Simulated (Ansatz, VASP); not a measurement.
One calculation of Se, two programs

The input INCAR:

```
  ALGO = Normal
  EDIFF = 1E-7
  ENCUT = 520
  GGA = PS
  ISIF = 2
  ISMEAR = -1
  LASPH = True
  LCHARG = False
  LREAL = False
  LWAVE = False
  NBANDS = 13
  NELM = 80
  PREC = Accurate
  SIGMA = 0.1
```

Contents of KPOINTS:

```
k-points
0
Gamma
  12 12 9
```

POSCAR

```
Se
1.0
    3.4630101569      0.0000000000      0.0000000000
   -1.7315050785      2.9990547694      0.0000000000
    0.0000000000      0.0000000000      3.7245251250
Se
2
Direct
    0.3333333333      0.6666666667      0.2500000000
    0.6666666667      0.3333333333      0.7500000000
```

Input for Ansatz:

```yaml
crystal:
  lattice:
    - [3.4630101569, 0.0, 0.0]
    - [-1.7315050785, 2.9990547694, 0.0]
    - [0.0, 0.0, 3.724525125]
  atoms:
    - { symbol: Se, position: [0.3333333333, 0.6666666667, 0.25] }
    - { symbol: Se, position: [0.6666666667, 0.3333333333, 0.75] }
hamiltonian:
  xc: pbesol
  pseudopotentials:
    kind: paw
    azcp:
      Se: "pseudopotentials/Se.paw.azcp"
basis:
  ecutwfc: 420
  fft_grid_basis: typed
kpoints:
  mp_grid: { grid: [12, 12, 9], shift: [0, 0, 0] }
magnetization:
  spin_polarized: false
scf:
  occupations: { method: fermi_dirac, width: 0.1 }
  lower_state_search: "off"
output:
  stress: true
```

Alike in both runs: task single point; functional PBEsol; k mesh 12 × 12 × 9; occupations fermi-dirac, width 0.1 eV; no spin polarisation.

|  | VASP | Ansatz |
| --- | --- | --- |
| version | VASP 6.6.1 | Ansatz 0.2.0 |
| potentials or method | VASP PAW PBE potentials, release 64 (Se), cutoff 520 eV | plane waves (420 eV) with PAW, scalar-relativistic |
| valence electrons in the cell | 12 | 32 |

```tsv
	VASP	Ansatz	Ansatz less VASP
pressure (GPa)	7.8	7.6	-0.17
traceless stress, the component that is largest in VASP (GPa)	2.39	2.33	-0.067
```

VASP's potentials were made for PBE, not for PBEsol, and Ansatz warns of the same on its side. VASP's potentials hold 12 valence electrons a cell and Ansatz's 32, so a difference there can come from the potentials and not from the codes.
